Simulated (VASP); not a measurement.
Here is a VASP 6.6.1 calculation.

File POSCAR:

```
Rh
1.0
    0.0000000000      1.8807596914      1.8807596914
    1.8807596914      0.0000000000      1.8807596914
    1.8807596914      1.8807596914      0.0000000000
Rh
1
Direct
    0.0000000000      0.0000000000      0.0000000000
```

Contents of INCAR.step1:

```
PREC     = Accurate       # precision mode
ENCUT    = 520            # plane-wave cutoff, eV
ISMEAR   = 0              # smearing method
SIGMA    = 0.1            # smearing width, eV
LREAL    = F              # projectors in reciprocal space
LASPH    = T              # aspherical terms in the spheres
NELM     = 80             # most SCF steps
NBANDS   = 14             # bands
GGA      = PE             # functional
ALGO     = Normal         # electronic algorithm
EDIFF    = 1E-4           # SCF threshold, eV
LWAVE    = T              # write WAVECAR
LCHARG   = F              # write CHGCAR
```

Contents of INCAR.step2:

```
PREC     = Accurate       # precision mode
ENCUT    = 520            # plane-wave cutoff, eV
EDIFF    = 1E-6           # SCF threshold, eV
ISMEAR   = 0              # smearing method
SIGMA    = 0.1            # smearing width, eV
LREAL    = F              # projectors in reciprocal space
LASPH    = T              # aspherical terms in the spheres
NELM     = 80             # most SCF steps
ALGO     = Normal         # electronic algorithm
ISIF     = 2              # what is computed and relaxed
LWAVE    = F              # write WAVECAR
LCHARG   = F              # write CHGCAR
METAGGA  = R2SCAN         # meta-GGA
LMIXTAU  = T            
NBANDS   = 14             # bands
ISTART   = 1
```

The input KPOINTS:

```
Automatic mesh
0
Gamma
  18 18 18
```

Potentials or basis: VASP PAW PBE potentials, release 64 (Rh_pv).

Launch:

```sh
$ cat potpaw_PBE.64/Rh_pv/POTCAR > POTCAR
$ cp INCAR.step1 INCAR
$ mpirun -np 1 vasp_std > vasp.out
$ cp INCAR.step2 INCAR
$ mpirun -np 1 vasp_std > vasp.out
```

**Question.** Predict the pressure.

**Answer.** 10.7 GPa.

Caveat: the PAW data sets were made with another functional, which shifts forces and pressure a little.
